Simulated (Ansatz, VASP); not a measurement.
# Hf2N in VASP and in Ansatz

File INCAR:

```
ALGO = Normal ; EDIFF = 1E-7
ENCUT = 520 ; GGA = PS
ISIF = 2 ; ISMEAR = -1
LASPH = True ; LCHARG = False
LREAL = False ; LWAVE = False
NBANDS = 34 ; NELM = 100
PREC = Accurate ; SIGMA = 0.01
```

The input KPOINTS:

```
k-points
0
Gamma
  8 8 12
```

POSCAR

```
Hf2N
1.0
    5.3131240200      0.0000000000      0.0000000000
    0.0000000000      5.3131240200      0.0000000000
    0.0000000000      0.0000000000      3.2420983900
Hf N
4 2
Direct
    0.2955363700      0.2955363700      0.0000000000
    0.7044636300      0.7044636300      0.0000000000
    0.7955363700      0.2044636300      0.5000000000
    0.2044636300      0.7955363700      0.5000000000
    0.0000000000      0.0000000000      0.0000000000
    0.5000000000      0.5000000000      0.5000000000
```

Input for Ansatz:

```yaml
crystal:
  lattice:
    - [5.31312402, 0.0, 0.0]
    - [0.0, 5.31312402, 0.0]
    - [0.0, 0.0, 3.24209839]
  atoms:
    - { symbol: Hf, position: [0.29553637, 0.29553637, 0.0] }
    - { symbol: Hf, position: [0.70446363, 0.70446363, 0.0] }
    - { symbol: Hf, position: [0.79553637, 0.20446363, 0.5] }
    - { symbol: Hf, position: [0.20446363, 0.79553637, 0.5] }
    - { symbol: "N", position: [0.0, 0.0, 0.0] }
    - { symbol: "N", position: [0.5, 0.5, 0.5] }
basis:
  ecutwfc: 420
kpoints:
  mp_grid: { grid: [8, 8, 12] }
hamiltonian:
  xc: pbesol
scf:
  occupations: { method: fermi_dirac, width: 0.01 }
output:
  forces: true
  stress: true
  eigenvalues: true
```

Alike in both runs: task single point; functional PBEsol; k mesh 8 × 8 × 12; occupations fermi-dirac, width 0.01 eV; no spin polarisation.

```csv
,VASP,Ansatz
version,VASP 6.6.1,Ansatz 0.2.0
potentials or method,"VASP PAW PBE potentials, release 64 (Hf_pv, N), cutoff 520 eV","scalar-relativistic, plane waves, PAW"
valence electrons in the cell,50,114
```

|  | VASP | Ansatz | Ansatz less VASP |
| --- | --- | --- | --- |
| gap on the k mesh at the Fermi level (eV) | none | none | - |
| pressure (GPa) | -3.3 | -2.3 | +1.00 |
| traceless stress, the component that is largest in VASP (GPa) | -0.38 | -0.27 | +0.112 |
| rms of the force components (eV/Å) | 0.003 | 0.001 | -0.0027 |

VASP's potentials were made for PBE, not for PBEsol. Atom by atom the forces differ by 0.004 eV/Å (rms over components). A gap of «none» marks a metal or a gap that the smearing closes. VASP's potentials hold 50 valence electrons a cell and Ansatz's 114, so a difference there can come from the potentials and not from the codes.

Neither program's run includes spin-orbit coupling.
